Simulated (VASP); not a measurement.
A run of VASP 6.6.1 is set up as follows.

The input INCAR:

```
SYSTEM = Ge
  PREC = Accurate
  ENCUT = 520
  EDIFF = 1E-6
  ISMEAR = -1
  SIGMA = 0.02
  LREAL = .FALSE.
  LASPH = .TRUE.
  NELM = 100
  ALGO = Normal
  ISIF = 2
  LWAVE = .FALSE.
  LCHARG = .TRUE.
  LDIPOL = .TRUE.
  IDIPOL = 3
  DIPOL = 0.5 0.5 0.500
  GGA = CA
  LELF = .TRUE.
  LVHAR = .TRUE.
  LVACPOTAV = .TRUE.
  NBANDS = 51
```

File KPOINTS:

```
regular mesh
0
G
  7 7 1
  0 0 0
```

POSCAR

```
Ge
1.0
    3.9751430010      0.0000000000      0.0000000000
    0.0000000000      3.9751430010      0.0000000000
    0.0000000000      0.0000000000     23.0271000000
Ge
6
Direct
    0.7500000000      0.0000000000      0.3474161655
    0.2500000000      0.0000000000      0.4084496993
    0.2500000000      0.5000000000      0.4694832331
    0.7500000000      0.5000000000      0.5305167669
    0.7500000000      0.0000000000      0.5915503007
    0.2500000000      0.0000000000      0.6525838345
```

Potentials or basis: VASP PAW LDA potentials, release 64 (Ge_d).

Launch:

```console
$ cat potpaw_LDA.64/Ge_d/POTCAR > POTCAR
$ mpirun -np 1 vasp_std > vasp.out
```

**Question.** Estimate the band gap on the k mesh.

**Answer.** Zero (bands 42 and 43 overlap by 1.17 eV).

**Question.** Predict the largest force.

**Answer.** 0.188 eV/Å.

Forces on the atoms (eV/Å):
```
Ge   0.000  0.000 -0.057
Ge   0.000  0.000 -0.119
Ge   0.000  0.000  0.188
Ge   0.000  0.000 -0.188
Ge   0.000  0.000  0.119
Ge   0.000  0.000  0.057
```
